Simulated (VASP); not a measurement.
# ScAl3 (Pm-3m) in VASP: a series of runs, part 2 of 2

VASP 6.6.1. The steps go on from the part before.

## (3) Relaxation of cell and atoms, PBEsol

This run uses another cell than the first one, of 17.23 Å³/atom.

Input file INCAR:

```
PREC = Accurate
ENCUT = 600
EDIFF = 1E-7
ISMEAR = 0
SIGMA = 0.1
LREAL = F
LASPH = T
NELM = 80
ALGO = Fast
ISIF = 3
LWAVE = F
LCHARG = F
GGA = PS
IBRION = 2
NSW = 80
EDIFFG = -0.003
```

Input file KPOINTS:

```
Automatic mesh
0
Gamma
  16 16 16
```

Input file POSCAR:

```
ScAl3
1.0
    4.1000000000      0.0000000000      0.0000000000
    0.0000000000      4.1000000000      0.0000000000
    0.0000000000      0.0000000000      4.1000000000
Al Sc
3 1
Direct
    0.0000000000      0.5000000000      0.5000000000
    0.5000000000      0.0000000000      0.5000000000
    0.5000000000      0.5000000000      0.0000000000
    0.0000000000      0.0000000000      0.0000000000
```

Potentials or basis: VASP PAW PBE potentials, release 64 (Al, Sc_sv).

The run is started by

```console
> cat potpaw_PBE.64/Al/POTCAR potpaw_PBE.64/Sc_sv/POTCAR > POTCAR
> mpirun -np 1 vasp_std > vasp.out
```

OUTCAR:

```text
PREC = Accurate
   ENCUT = 600
   EDIFF = 1E-7
   ISMEAR = 0
   LREAL = F
   LASPH = T
   NELM = 80
   ISIF = 3
   GGA = PS
   IBRION = 2
   NSW = 80
   EDIFFG = -0.003

 ion  position               nearest neighbor table
   1  0.000  0.500  0.500-   2 2.90   3 2.90   4 2.90   3 2.90   4 2.90   2 2.90   4 2.90   4 2.90
                             2 2.90   3 2.90   3 2.90   2 2.90
   2  0.500  0.000  0.500-   1 2.90   3 2.90   4 2.90   3 2.90   4 2.90   1 2.90   3 2.90   3 2.90
                             1 2.90   4 2.90   4 2.90   1 2.90
   3  0.500  0.500  0.000-   1 2.90   2 2.90   4 2.90   1 2.90   2 2.90   2 2.90   4 2.90   2 2.90
                             1 2.90   4 2.90   1 2.90   4 2.90
   4  0.000  0.000  0.000-   1 2.90   2 2.90   3 2.90   1 2.90   2 2.90   1 2.90   3 2.90   1 2.90
                             2 2.90   3 2.90   2 2.90   3 2.90

  LATTYP: Found a simple cubic cell.
 ALAT       =     4.1000000000

  Lattice vectors:

 A1 = (   4.1000000000,   0.0000000000,   0.0000000000)
 A2 = (   0.0000000000,   4.1000000000,   0.0000000000)
 A3 = (   0.0000000000,   0.0000000000,   4.1000000000)

Analysis of symmetry for initial positions (statically):
=====================================================================
 Subroutine PRICEL returns:
 Original cell was already a primitive cell.

[... 252 lines left out ...]
 number of electron      20.0000003 magnetization

 Free energy of the ion-electron system (eV)
  ---------------------------------------------------
  ext. energy  EPLUGINS =         0.00000000
  ---------------------------------------------------
  free energy    TOTEN  =       -20.76908247 eV

  energy without entropy =      -20.76320426  energy(sigma->0) =      -20.76614336

 E-fermi :   7.2990     XC(G=0): -10.5398

 val. band max:        7.2883088342   @ k =   0.2500   0.1250   0.1250
 cond. band min:       7.3088077451   @ k =   0.2500   0.2500   0.0625
 fundamental gap:      0.0204989109
 Fermi energy:         7.2989575717

 k-point     1 :       0.0000    0.0000    0.0000
  band No.  band energies     occupation
      1     -41.4155      2.00000
      2     -20.2186      2.00000
      3     -20.2186      2.00000
      4     -20.2186      2.00000
      5      -2.7801      2.00000
      6       4.6570      2.00000
      7       4.6570      2.00000
      8       5.4897      2.00000
      9       5.4897      2.00000
     10       5.4897      2.00000
     11       8.5174      0.00000
     12       8.5974      0.00000
     13       8.5974      0.00000
     14       8.5974      0.00000
[... 377 lines left out ...]
      1     -41.4139      2.00000
      2     -20.2529      2.00000
      3     -20.2207      2.00000
      4     -20.2155      2.00000
      5      -0.7739      2.00000
      6       0.0846      2.00000
      7       4.7721      2.00000
      8       5.5056      2.00000
      9       5.6746      2.00000
     10       7.7903      0.00000
     11       8.1695      0.00000
     12       8.5349      0.00000
     13       9.1586      0.00000
     14       9.5305      0.00000

 [... further k-points ...]

------------------------ aborting loop because EDIFF is reached ----------------------------------------

  FORCE on cell =-STRESS in cart. coord.  units (eV):
  Direction    XX          YY          ZZ          XY          YZ          ZX
  --------------------------------------------------------------------------------------
  -------------------------------------------------------------------------------------
  Total       -0.0034060     -0.0034060     -0.0034060      0.0000000      0.0000000     -0.0000000
  in kB       -0.0807292     -0.0807292     -0.0807292      0.0000000      0.0000000     -0.0000000
  external PRESSURE =      -0.0807292 kB  Pullay stress =       0.0000000 kB
[... 19 lines left out ...]
  FREE ENERGIE OF THE ION-ELECTRON SYSTEM (eV)
  ---------------------------------------------------
  free  energy   TOTEN  =       -20.7690824681 eV

  energy  without entropy=      -20.7632042563  energy(sigma->0) =      -20.76614336

 reached required accuracy - stopping structural energy minimisation
```

OSZICAR:

```text
N       E                     dE             d eps       ncg     rms          rms(c)
DAV:   1     0.126017037259E+03    0.12602E+03   -0.90860E+03  4628   0.144E+03
DAV:   2    -0.130602088058E+02   -0.13908E+03   -0.13725E+03  4634   0.378E+02
DAV:   3    -0.216882061348E+02   -0.86280E+01   -0.82472E+01  7372   0.792E+01
[... 48 lines left out ...]
RMM:  11    -0.207690828261E+02   -0.18329E-06   -0.19762E-06  4275   0.145E-02    0.537E-03
RMM:  12    -0.207690825018E+02    0.32424E-06   -0.60881E-07  3918   0.118E-02    0.421E-03
RMM:  13    -0.207690826057E+02   -0.10384E-06   -0.21741E-06  4725   0.124E-02    0.202E-03
RMM:  14    -0.207690824602E+02    0.14543E-06   -0.15158E-07  3100   0.799E-03    0.115E-03
RMM:  15    -0.207690824681E+02   -0.78351E-08   -0.86247E-08  3055   0.368E-03
   3 F= -.20769082E+02 E0= -.20766143E+02  d E =-.723372E-02
```

CONTCAR:

```text
ScAl3
   1.00000000000000
     4.0735756921808166   -0.0000000000000000    0.0000000000000000
     0.0000000000000000    4.0735756921808166    0.0000000000000000
     0.0000000000000000    0.0000000000000000    4.0735756921808166
  Al              Sc
     3     1
Direct
     0.0000000000000000    0.5000000000000000    0.5000000000000000
     0.5000000000000000    0.0000000000000000    0.5000000000000000
     0.5000000000000000    0.5000000000000000    0.0000000000000000
     0.0000000000000000    0.0000000000000000    0.0000000000000000

  0.00000000E+00  0.00000000E+00  0.00000000E+00
  0.00000000E+00  0.00000000E+00  0.00000000E+00
  0.00000000E+00  0.00000000E+00  0.00000000E+00
  0.00000000E+00  0.00000000E+00  0.00000000E+00
```

Wall time 5.2 min (1 thread of AMD EPYC 9R45 (Zen 5), shared host); peak memory 0.34 GiB.

What came out:

- Free energy: -20.7691 eV
- Relaxed volume: 16.90 Å³/atom
- Relaxed cell: a = 4.074 Å, b = 4.074 Å, c = 4.074 Å, α = 90.00°, β = 90.00°, γ = 90.00°
- Space group after relaxing (to 0.1 Å): Pm-3m (No. 221)
- Energy gained by relaxing: 1.8 meV/atom
- Ionic steps: 3
- Pressure after relaxing: 0.0 GPa
- Band gap on the k mesh: zero (bands 10 and 11 overlap by 3.98 eV)

Step by step:
| step | energy change (eV) | largest force (eV/Å) | pressure (GPa) | volume (Å³) |
| --- | --- | --- | --- | --- |
| 1 | 0.0000 | 0.0000 | -1.72 | 68.92 |
| 2 | -0.0061 | 0.0000 | 0.73 | 67.09 |
| 3 | -0.0072 | 0.0000 | -0.01 | 67.60 |

Final structure:
```cif
data_structure
_symmetry_space_group_name_H-M 'P 1'
_symmetry_Int_Tables_number 1
_cell_length_a 4.0736
_cell_length_b 4.0736
_cell_length_c 4.0736
_cell_angle_alpha 90.000
_cell_angle_beta 90.000
_cell_angle_gamma 90.000
_cell_volume 67.60
loop_
_atom_site_label
_atom_site_type_symbol
_atom_site_fract_x
_atom_site_fract_y
_atom_site_fract_z
_atom_site_occupancy
Al1 Al 0.00000 0.50000 0.50000 1
Al2 Al 0.50000 0.00000 0.50000 1
Al3 Al 0.50000 0.50000 0.00000 1
Sc1 Sc 0.00000 0.00000 0.00000 1
```

Levels at points of the mesh, in eV from the Fermi level:
| k point | band 8 | band 9 | band 10 | band 11 | band 12 | band 13 |
| --- | --- | --- | --- | --- | --- | --- |
| (0.00, 0.00, 0.00) | -1.81 | -1.81 | -1.81 | 1.22 | 1.30 | 1.30 |
| (0.50, 0.00, 0.00) | -1.73 | -1.51 | 0.94 | 1.02 | 1.02 | 1.34 |
| (0.50, 0.50, 0.00) | -4.39 | -0.55 | -0.55 | 1.21 | 1.37 | 2.08 |
| (0.50, 0.50, 0.50) | -4.51 | -2.96 | -2.96 | -2.96 | 0.94 | 2.63 |

Caveat: the PAW data sets were made with another functional, which shifts forces and pressure a little.

The gap in the log of VASP goes by the Fermi energy; the results here count the filled bands.